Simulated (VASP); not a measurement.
Wanted: the native input for a VASP 6.6.1 run.

```
Task                   : single point
Functional             : BLYP
Potentials or basis    : VASP PAW PBE potentials, release 64 (Ba_sv)
Cutoff                 : 520 eV
k mesh                 : 6 × 6 × 8
Occupations            : fermi-dirac, width 0.1 eV
Spin                   : no spin polarisation
Dipole correction      : no
Further INCAR settings : ALGO = Normal; EDIFF = 1e-07; NBANDS = 22
```

The structure of Ba lies in POSCAR:

```
Ba
1.0
    7.0012461826      0.0000000000      0.0000000000
   -3.5006230913      6.0632570523      0.0000000000
    0.0000000000      0.0000000000      4.1765426260
Ba
3
Direct
    1.0000000000      1.0000000000      1.0000000000
    0.3333333333      0.6666666667      0.5000000000
    0.6666666667      0.3333333333      0.5000000000
```

This cell differs from its parent crystal: volume scaled by 0.88.

The input as run:

INCAR

```
SYSTEM = Ba
  PREC = Accurate
  ENCUT = 520
  EDIFF = 1E-7
  ISMEAR = -1
  SIGMA = 0.1
  LREAL = .FALSE.
  LASPH = .TRUE.
  NELM = 100
  ALGO = Normal
  ISIF = 2
  LWAVE = .FALSE.
  LCHARG = .FALSE.
  GGA = B5
  ALDAX = 1.0
  AGGAX = 1.0
  AGGAC = 1.0
  ALDAC = 0.0
  NBANDS = 22
```

KPOINTS

```
Automatic mesh
0
G
  6 6 8
  0 0 0
```

Potentials or basis: VASP PAW PBE potentials, release 64 (Ba_sv).

Command:

```sh
$ cat potpaw_PBE.64/Ba_sv/POTCAR > POTCAR
$ mpirun -np 1 vasp_std > vasp.out
```

It gave:

```yaml
Pressure: 1.3 GPa
Band_gap_on_the_k_mesh: zero (band 15 reaches 2.99 eV, above the bottom of band 16 at 2.25 eV)
```

Caveat: the PAW data sets were made with another functional, which shifts forces and pressure a little; spin-orbit coupling is left out, which moves the levels of the heavy elements.

Run time: 2.9 min on 1 thread of AMD EPYC 7R43 64-Core Processor (Zen 3), with other jobs on the host, peak memory 0.31 GiB.
